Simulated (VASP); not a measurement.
Si16N (a cell with a defect), 17 atoms in the cell. The cell holds a defect, 17 atoms: a = 7.679 Å, b = 7.679 Å, c = 7.679 Å, α = 60.00°, β = 60.00°, γ = 60.00°. 

```yaml
Program: VASP 6.6.1
Task: single point
Functional: PBE
Potentials_or_basis: VASP PAW PBE potentials, release 64 (Si, N)
Cutoff: 520 eV
k_mesh: 2 × 2 × 2
Occupations: fermi-dirac, width 0.05 eV
Spin: collinear spin, ferromagnetic start
Starting_moments: "[0.0, 0.0, 0.0, 0.0, 0.0, 0.0, 0.0, 0.0, 0.0, 0.0, 0.0, 0.0, 0.0, 0.0, 0.0, 0.0, 1.0] μB"
Dipole_correction: no
Further_INCAR_settings: LREAL = Auto; ALGO = Normal; EDIFF = 1e-07; NBANDS = 52
```

Potentials or basis: VASP PAW PBE potentials, release 64 (Si, N).

Launch:

```console
$ cat potpaw_PBE.64/Si/POTCAR potpaw_PBE.64/N/POTCAR > POTCAR
$ mpirun -np 1 vasp_std > vasp.out
```

Hardware: 1 thread of Intel Xeon 8259CL, with other jobs on the host.

Q: How long does it take, and how much memory?

A: Wall time 20 min on 1 thread of Intel Xeon 8259CL, on a shared host, peak memory 0.72 GiB. Counts: scf iterations 18, k points 8.
